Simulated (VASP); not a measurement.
Set up this calculation in VASP 6.6.1, as the native input.

| Quantity | Value |
| --- | --- |
| Task | electric field gradients |
| Functional | LDA |
| Potentials or basis | VASP PAW LDA potentials, release 64 (Zr_sv, B) |
| Cutoff | 520 eV |
| k mesh | 12 × 12 × 9 |
| Occupations | fermi-dirac, width 0.05 eV |
| Spin | no spin polarisation |
| Dipole correction | no |
| Further INCAR settings | ALGO = Normal; EDIFF = 1e-08; NBANDS = 16 |

The structure of ZrB2 lies in POSCAR:

```
ZrB2
1.0
    3.1333498272      0.0000000000      0.0000000000
   -1.5666749137      2.7135605494      0.0000000000
    0.0000000000      0.0000000000      3.5200000000
Zr B
1 2
Direct
    0.0000000000      0.0000000000      0.0000000000
    0.3333333333      0.6666666667      0.5000000000
    0.6666666667      0.3333333333      0.5000000000
```

This cell differs from its parent crystal: equal xx and yy strain of -1 %.

One way to write it, as run:

INCAR

```
ALGO = Normal
EDIFF = 1E-8
ENCUT = 520
GGA = CA
ISIF = 2
ISMEAR = -1
LASPH = T
LCHARG = F
LEFG = T
LREAL = F
LWAVE = F
NBANDS = 16
NELM = 60
PREC = Accurate
SIGMA = 0.05
```

KPOINTS

```
k-points
0
Gamma
  12 12 9
```

Potentials or basis: VASP PAW LDA potentials, release 64 (Zr_sv, B).

The run is started by

```bash
$ cat potpaw_LDA.64/Zr_sv/POTCAR potpaw_LDA.64/B/POTCAR > POTCAR
$ mpirun -np 1 vasp_std > vasp.out
```

It gave:

The pressure is -1.8 GPa. The band gap on the k mesh is zero (band 9 reaches 11.57 eV, above the bottom of band 10 at 10.19 eV).

Caveat: the cell differs from its parent crystal (equal xx and yy strain of -1 %); without QUAD_EFG the Cq values of the log hold for a quadrupole moment of 1 mb, not for the nuclei.

Wall time 28 s on 1 thread of Intel(R) Xeon(R) Platinum 8259CL CPU @ 2.50GHz (Skylake/Cascade Lake), with other jobs on the host, peak memory 0.16 GiB.
